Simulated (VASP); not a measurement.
# P (R-3m) in VASP: a series of runs

The runs below take P through relaxation of cell and atoms, single point, with PBE+D3(BJ).

All numbers are computed with VASP 6.6.1; they aren't measurements. Logs are shortened: lines on timing, memory, paths and dates and some standing lists are left out, and cuts for length are marked.

### 1 The cell of the first run

It takes space group R-3m (No. 166, trigonal). The conventional cell has a = 3.427 Å, b = 3.427 Å, c = 8.735 Å, α = 90.00°, β = 90.00°, γ = 120.00°. Within 3.0 Å of P (site symmetry 3m) lie 6 P at 2.30 to 2.63 Å.

### 2 Relaxation of cell and atoms, PBE+D3(BJ)

INCAR reads:

```
SYSTEM = P
ALGO = Normal ; EDIFF = 1E-6
EDIFFG = -0.005 ; ENCUT = 600
GGA = PE ; IBRION = 2
ISIF = 3 ; ISMEAR = 0
IVDW = 12 ; LASPH = .True.
LCHARG = .False. ; LREAL = .False.
LWAVE = .False. ; NELM = 100
NSW = 100 ; PREC = Accurate
SIGMA = 0.1
```

KPOINTS reads:

```
k-points
0
Gamma
  15 15 15
  0 0 0
```

POSCAR reads:

```
P
1.0
    1.7132924525      0.9891698586      2.9115578036
   -1.7132924525      0.9891698586      2.9115578036
    0.0000000000     -1.9783397172      2.9115578036
P
2
Direct
    0.2340199604      0.2340199604      0.2340199604
    0.7659800396      0.7659800396      0.7659800396
```

Potentials or basis: VASP PAW PBE potentials, release 64 (P).

Launch:

```console
> cat potpaw_PBE.64/P/POTCAR > POTCAR
> mpirun -np 1 vasp_std > vasp.out
```

OUTCAR:

```text
SYSTEM = P
   EDIFF = 1E-6
   EDIFFG = -0.005
   ENCUT = 600
   GGA = PE
   IBRION = 2
   ISIF = 3
   ISMEAR = 0
   IVDW = 12
   LASPH = .True.
   LREAL = .False.
   NELM = 100
   NSW = 100
   PREC = Accurate
 IVDW          = 12

 ion  position               nearest neighbor table
   1  0.234  0.234  0.234-   2 2.30   2 2.30   2 2.30   2 2.63   2 2.63   2 2.63
   2  0.766  0.766  0.766-   1 2.30   1 2.30   1 2.30   1 2.63   1 2.63   1 2.63

  LATTYP: Found a trigonal (rhomboedric) cell.
 ALAT       =     3.5200847832
 COS(alpha) =     0.5262090604

  Lattice vectors:

 A1 = (   1.7132924525,   0.9891698586,   2.9115578036)
 A2 = (  -1.7132924525,   0.9891698586,   2.9115578036)
 A3 = (   0.0000000000,  -1.9783397172,   2.9115578036)

Analysis of symmetry for initial positions (statically):
=====================================================================
 Subroutine PRICEL returns:
 Original cell was already a primitive cell.

 Routine SETGRP: Setting up the symmetry group for a
 trigonal (rhombohedral) supercell.

 Subroutine GETGRP returns: Found 12 space group operations
 (whereof 12 operations were pure point group operations)
 out of a pool of 12 trial point group operations.

The static configuration has the point symmetry D_3d.

Analysis of symmetry for dynamics (positions and initial velocities):
=====================================================================
 Subroutine PRICEL returns:
 Original cell was already a primitive cell.

 Routine SETGRP: Setting up the symmetry group for a
 trigonal (rhombohedral) supercell.

 Subroutine GETGRP returns: Found 12 space group operations
 (whereof 12 operations were pure point group operations)
 out of a pool of 12 trial point group operations.

The dynamic configuration has the point symmetry D_3d.

 Subroutine INISYM returns: Found 12 space group operations
 (whereof 12 operations are pure point group operations),
 and found     1 'primitive' translations

----------------------------------------------------------------------------------------

                                     Primitive cell

  volume of cell :      29.6060

  direct lattice vectors                    reciprocal lattice vectors
     1.713292452  0.989169859  2.911557804     0.291835757  0.168491453  0.114486250
    -1.713292452  0.989169859  2.911557804    -0.291835757  0.168491453  0.114486250
     0.000000000 -1.978339717  2.911557804     0.000000000 -0.336982906  0.114486250

  length of vectors
     3.520084783  3.520084783  3.520084783     0.355899677  0.355899677  0.355899677

  position of ions in fractional coordinates (direct lattice)
     0.234019960  0.234019960  0.234019960
     0.765980040  0.765980040  0.765980040

  ion indices of the primitive-cell ions
   primitive index   ion index
                 1           1
                 2           2

----------------------------------------------------------------------------------------

 KPOINTS: k-points

Automatic generation of k-mesh.
 Grid dimensions read from file:
 generate k-points for:   15   15   15

 Generating k-lattice:

  Cartesian coordinates                     Fractional coordinates (reciprocal lattice)
     0.019455717  0.011232764  0.007632417     0.066666667 -0.000000000  0.000000000
    -0.019455717  0.011232764  0.007632417    -0.000000000  0.066666667  0.000000000
     0.000000000 -0.022465527  0.007632417     0.000000000  0.000000000  0.066666667

  Length of vectors
     0.023726645  0.023726645  0.023726645

  Shift w.r.t. Gamma in fractional coordinates (k-lattice)
     0.000000000  0.000000000  0.000000000

 Subroutine IBZKPT returns following result:
 ===========================================

 Found    344 irreducible k-points:

 Following reciprocal coordinates:
            Coordinates               Weight
  0.000000  0.000000  0.000000      1.000000
  0.066667  0.000000  0.000000      6.000000
  0.133333 -0.000000  0.000000      6.000000
  0.200000  0.000000  0.000000      6.000000
  0.266667 -0.000000  0.000000      6.000000
  0.333333  0.000000  0.000000      6.000000
[... 16 lines left out ...]
  0.133333  0.133333  0.000000      6.000000
  0.200000  0.133333  0.000000     12.000000
 [... further k-points ...]
   k-points           NKPTS =    344   k-points in BZ     NKDIM =    344   number of bands    NBANDS=      9
   number of dos      NEDOS =    301   number of ions     NIONS =      2
   total plane-waves  NPLWV =  21952
   dimension x,y,z NGX =    28 NGY =   28 NGZ =   28
   dimension x,y,z NGXF=    56 NGYF=   56 NGZF=   56
   ions per type =               2
   NGX,Y,Z   is equivalent  to a cutoff of  13.22, 13.22, 13.22 a.u.
   NGXF,Y,Z  is equivalent  to a cutoff of  26.45, 26.45, 26.45 a.u.
 SYSTEM =  P
   PREC   = accura    normal or accurate (medium, high low for compatibility)
   ISTART =      0    job   : 0-new  1-cont  2-samecut
   ICHARG =      2    charge: 1-file 2-atom 10-const
   ISPIN  =      1    spin polarized calculation?
   LNONCOLLINEAR =      F non collinear calculations
   LSORBIT =      F    spin-orbit coupling
   LASPH  =      T    aspherical Exc in radial PAW
   ENCUT  =  600.0 eV  44.10 Ry    6.64 a.u.   7.03  7.03  7.03*2*pi/ulx,y,z
   NELM   =    100;   NELMIN=  2; NELMDL= -5     # of ELM steps
   EDIFF  = 0.1E-05   stopping-criterion for ELM
   LREAL  =      F    real-space projection
   EDIFFG = -.5E-02   stopping-criterion for IOM
   NSW    =    100    number of steps for IOM
   IBRION =      2    ionic relax: 0-MD 1-quasi-New 2-CG
   NFREE  =      1    steps in history (QN), initial steepest desc. (CG)
   ISIF   =      3    stress and relaxation
   ISYM   =      2    0-nonsym 1-usesym 2-fastsym
   POTIM  = 0.5000    time-step for ionic-motion
   TEBEG  =    0.0;   TEEND  =   0.0 temperature during run
   PSTRESS=    0.0 pullay stress
   NELECT =      10.0000    total number of electrons
   NUPDOWN=      -1.0000    fix difference up-down
   EMIN   =  10.00;   EMAX   =-10.00  energy-range for DOS
   EFERMI =   0.00;   METHOD = LEGACY
   ISMEAR =     0;   SIGMA  =   0.10  broadening in eV -4-tet -1-fermi 0-gaus
   EFERMI_NEDOS =   21; number of points for ismear=-14 and -15
   IALGO  =     38    algorithm
   IMIX   =      4    mixing-type and parameters
     AMIX     =   0.40;   BMIX     =  1.00
     AMIX_MAG =   1.60;   BMIX_MAG =  1.00
  volume/ion in A,a.u.               =      14.80        99.90
  Fermi-wavevector in a.u.,A,eV,Ry     =   1.140115  2.154504 17.685685  1.299861
  Thomas-Fermi vector in A             =   2.276817
   LORBIT       =      0    0 simple, 1 ext, 2 COOP (PROOUT), +10 PAW based schemes
   GGA     = PE    functional components
   LHFCALC =     F    Hartree Fock is set to
   AEXX    =    0.0000 exact exchange contribution
   IVDW    =    12    specifies the selected vdW correction
   LEPSILON=     F    determine dielectric tensor
   LRPA    =     F    only Hartree local field effects (RPA)
 conjugate gradient relaxation of ions
 non-spin polarized calculation
 Gauss-broadening in eV      SIGMA  =   0.10
  energy-cutoff  :      600.00
  volume of cell :       29.61
 maximum number of plane-waves:      1004
   NGX = 15   NGY = 15   NGZ = 15

--------------------------------------- Ionic step        1  -------------------------------------------

 number of electron      10.0000000 magnetization

 number of electron       9.9999999 magnetization

 Free energy of the ion-electron system (eV)
  ---------------------------------------------------
  ext. energy  EPLUGINS =         0.00000000
  ---------------------------------------------------
  free energy    TOTEN  =       -10.61259806 eV

  energy without entropy =      -10.61058446  energy(sigma->0) =      -10.61159126

------------------------ aborting loop because EDIFF is reached ----------------------------------------

 Edisp (eV)   -0.95503

 E8    (eV) :    -0.3614

  FORCE on cell =-STRESS in cart. coord.  units (eV):
  Direction    XX          YY          ZZ          XY          YZ          ZX
  --------------------------------------------------------------------------------------
  -------------------------------------------------------------------------------------
  Total      -0.06328    -0.06328    -0.03669     0.00000     0.00000     0.00000
  in kB      -3.42448    -3.42448    -1.98572     0.00000     0.00000     0.00000
  external pressure =       -2.94 kB  Pullay stress =        0.00 kB

 VOLUME and BASIS-vectors are now :
 -----------------------------------------------------------------------------
  energy-cutoff  :      600.00
  volume of cell :       29.61
      direct lattice vectors                 reciprocal lattice vectors
     1.713292452  0.989169859  2.911557804     0.291835757  0.168491453  0.114486250
    -1.713292452  0.989169859  2.911557804    -0.291835757  0.168491453  0.114486250
     0.000000000 -1.978339717  2.911557804     0.000000000 -0.336982906  0.114486250
[... 161 lines left out ...]
 POSITION                                       TOTAL-FORCE (eV/Angst)
 -----------------------------------------------------------------------------------
     -0.00000      0.00000      2.04176         0.000000     -0.000000     -0.007492
     -0.00000      0.00000      6.69233        -0.000000      0.000000      0.007492
 -----------------------------------------------------------------------------------
    total drift:                                0.000000      0.000000     -0.000000

  FREE ENERGIE OF THE ION-ELECTRON SYSTEM (eV)
  ---------------------------------------------------
  free  energy   TOTEN  =       -11.5678004916 eV

  energy  without entropy=      -11.5658238829  energy(sigma->0) =      -11.56681219

--------------------------------------- Ionic step        6  -------------------------------------------

 number of electron       9.9999999 magnetization

 Free energy of the ion-electron system (eV)
  ---------------------------------------------------
  ext. energy  EPLUGINS =         0.00000000
  ---------------------------------------------------
  free energy    TOTEN  =       -10.61245269 eV

  energy without entropy =      -10.61051203  energy(sigma->0) =      -10.61148236

 E-fermi :   9.9201     XC(G=0): -11.1721

 val. band max:        9.9015199658   @ k =  -0.4000   0.0667  -0.0000
 cond. band min:       9.9459962178   @ k =   0.4667   0.4667   0.4000
 fundamental gap:      0.0444762520
 Fermi energy:         9.9200734905

 k-point     1 :       0.0000    0.0000    0.0000
  band No.  band energies     occupation
      1      -7.0379      2.00000
      2       7.1471      2.00000
      3       7.1569      2.00000
      4       7.1569      2.00000
      5       7.5783      2.00000
      6      12.1912      0.00000
      7      13.2503      0.00000
      8      13.2503      0.00000
      9      15.4020      0.00000

 k-point     2 :       0.0667    0.0000    0.0000
  band No.  band energies     occupation
      1      -6.9620      2.00000
      2       6.0647      2.00000
      3       7.1185      2.00000
      4       7.1200      2.00000
      5       8.3913      2.00000
      6      12.3096      0.00000
      7      13.1795      0.00000
      8      13.2521      0.00000
      9      14.9321      0.00000
[... 253 lines left out ...]
 k-point    24 :       0.2000    0.1333    0.0000
  band No.  band energies     occupation
      1      -6.3751      2.00000
      2       3.9806      2.00000
      3       5.9179      2.00000
      4       6.3064      2.00000
      5       9.2370      2.00000
      6      11.5647      0.00000
      7      12.3523      0.00000
      8      14.1979      0.00000
      9      14.6859      0.00000

 [... further k-points ...]

------------------------ aborting loop because EDIFF is reached ----------------------------------------

 Edisp (eV)   -0.95537

 E8    (eV) :    -0.3615

  FORCE on cell =-STRESS in cart. coord.  units (eV):
  Direction    XX          YY          ZZ          XY          YZ          ZX
  --------------------------------------------------------------------------------------
  -------------------------------------------------------------------------------------
  Total      -0.00457    -0.00457     0.00893     0.00000     0.00000     0.00000
  in kB      -0.24726    -0.24726     0.48344     0.00000     0.00000     0.00000
  external pressure =       -0.00 kB  Pullay stress =        0.00 kB

 VOLUME and BASIS-vectors are now :
 -----------------------------------------------------------------------------
  energy-cutoff  :      600.00
  volume of cell :       29.60
      direct lattice vectors                 reciprocal lattice vectors
     1.712243114  0.988564023  2.914178393     0.292014607  0.168594712  0.114383297
    -1.712243114  0.988564023  2.914178393    -0.292014607  0.168594712  0.114383297
     0.000000000 -1.977128045  2.914178393     0.000000000 -0.337189424  0.114383297

 POSITION                                       TOTAL-FORCE (eV/Angst)
 -----------------------------------------------------------------------------------
      0.00000      0.00000      2.04234         0.000000      0.000000      0.001890
      0.00000      0.00000      6.70020        -0.000000      0.000000     -0.001890
 -----------------------------------------------------------------------------------
    total drift:                               -0.000000     -0.000000      0.000000

  FREE ENERGIE OF THE ION-ELECTRON SYSTEM (eV)
  ---------------------------------------------------
  free  energy   TOTEN  =       -11.5678222128 eV

  energy  without entropy=      -11.5658815552  energy(sigma->0) =      -11.56685188

 reached required accuracy - stopping structural energy minimisation
```

Run time: 82 s. Hardware: 1 thread of Intel Xeon 6975P-C (Granite Rapids), shared host; peak memory 0.23 GiB.

Results:

* Free energy: -11.5678 eV
* Relaxed volume: 14.80 Å³/atom
* Relaxed cell: a = 3.522 Å, b = 3.522 Å, c = 3.522 Å, α = 58.18°, β = 58.18°, γ = 58.18°
* Space group after relaxing (to 0.05 Å): R-3m (No. 166)
* Energy gained by relaxing: 0.1 meV/atom
* Ionic steps: 6
* Pressure after relaxing: 0.0 GPa
* Band gap on the k mesh: zero (band 5 reaches 10.73 eV, above the bottom of band 6 at 9.29 eV)
* Dispersion energy per atom: -0.478 eV

The path:
```
step  energy change (eV)  largest force (eV/Å)  pressure (GPa)  volume (Å³)
   1              0.0000                0.0470           -0.29        29.61
   2             -0.0001                0.0072            0.29        29.49
   3             -0.0001                0.0114            0.09        29.53
   4             -0.0001                0.0123            0.09        29.53
   5             -0.0002                0.0075            0.05        29.55
   6             -0.0002                0.0019            0.00        29.60
```

Final structure:
```
P
1.0
     1.71224    0.98856    2.91418
    -1.71224    0.98856    2.91418
     0.00000   -1.97713    2.91418
P
2
Direct
  0.23361 0.23361 0.23361
  0.76639 0.76639 0.76639
```

Levels at points of the mesh, in eV from the Fermi level:
| k point | band 1 | band 2 | band 3 | band 4 | band 5 | band 6 | band 7 | band 8 | band 9 |
| --- | --- | --- | --- | --- | --- | --- | --- | --- | --- |
| (0.00, 0.00, 0.00) | -16.96 | -2.77 | -2.76 | -2.76 | -2.34 | 2.27 | 3.33 | 3.33 | 5.48 |

Caveat: pairwise dispersion overbinds metals, which lowers pressure and volume.

[end of part 1 of 2]
